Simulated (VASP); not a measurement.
Here is a VASP 6.6.1 calculation.

File INCAR:

```
SYSTEM = Ag
ALGO = Normal
EDIFF = 1E-6
ENCUT = 520
GGA = RE
ISIF = 2
ISMEAR = -1
LASPH = .TRUE.
LCHARG = .FALSE.
LREAL = .FALSE.
LWAVE = .FALSE.
NBANDS = 12
NELM = 100
PREC = Accurate
SIGMA = 0.05
```

File KPOINTS:

```
k-points
0
G
  11 11 11
  0 0 0
```

File POSCAR:

```
Ag
1.0
   -1.6556540000      1.6556540000      1.6556540000
    1.6556540000     -1.6556540000      1.6556540000
    1.6556540000      1.6556540000     -1.6556540000
Ag
1
Direct
    0.0000000000      0.0000000000      0.0000000000
```

Potentials or basis: VASP PAW PBE potentials, release 64 (Ag).

The run is started by

```console
$ cat potpaw_PBE.64/Ag/POTCAR > POTCAR
$ mpirun -np 1 vasp_std > vasp.out
```

Predict the pressure.

1.8 GPa.

Caveat: the PAW data sets were made with another functional, which shifts forces and pressure a little.
